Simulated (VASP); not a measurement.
Runs of VASP 6.6.1 on LaYN2. The structure is that of space group P6/mmm (No. 191), or close to it. The cells are those of the table. The cell was generated, and may not be a known phase.

| task | cell | k mesh | cutoff (eV) | gap on the mesh (eV) | pressure (GPa) | relaxed volume (Å³/atom) |
| --- | --- | --- | --- | --- | --- | --- |
| single point | a = 4.072, b = 4.072, c = 7.868 Å, angles 90.0, 90.0, 120.0°, 4 atoms | 6 × 6 × 2 | 520 | none | 0.0 | - |
| single point | a = 4.087, b = 4.087, c = 7.611 Å, angles 90.0, 90.0, 120.0°, 4 atoms | 12 × 12 × 6 | 520 | none | -0.1 | - |
| single point | a = 3.643, b = 3.643, c = 7.869 Å, angles 90.0, 90.0, 120.0°, 4 atoms | 6 × 6 × 2 | 600 | none | 20.9 | - |
| relaxation of cell and atoms | relaxed from a = 3.643, b = 3.643, c = 7.869 Å, angles 90.0, 90.0, 120.0°, 4 atoms | 6 × 6 × 2 | 600 | none | 0.0 | 28.23 |
| relaxation of cell and atoms | relaxed from a = 4.072, b = 4.072, c = 7.868 Å, angles 90.0, 90.0, 120.0°, 4 atoms | 12 × 12 × 6 | 600 | none | 0.0 | (a) |

Alike in all rows: level PBE; potentials or basis VASP PAW PBE potentials, release 64 (La, Y_sv, N); no spin polarisation; smearing gaussian 0.1 eV.

Task: Estimate the missing entries.

Result: (a) 27.19.

Caveats: some runs use coarse meshes; spin-orbit coupling is left out, which moves the levels of the heavy elements; the volume moved by over 15 % at a fixed basis, so the end points are rough (at least some runs).

A k mesh can miss the band edges, and the runs leave out spin-orbit coupling on La, Y.

A gap of «none» marks levels without a gap at the run's occupations.
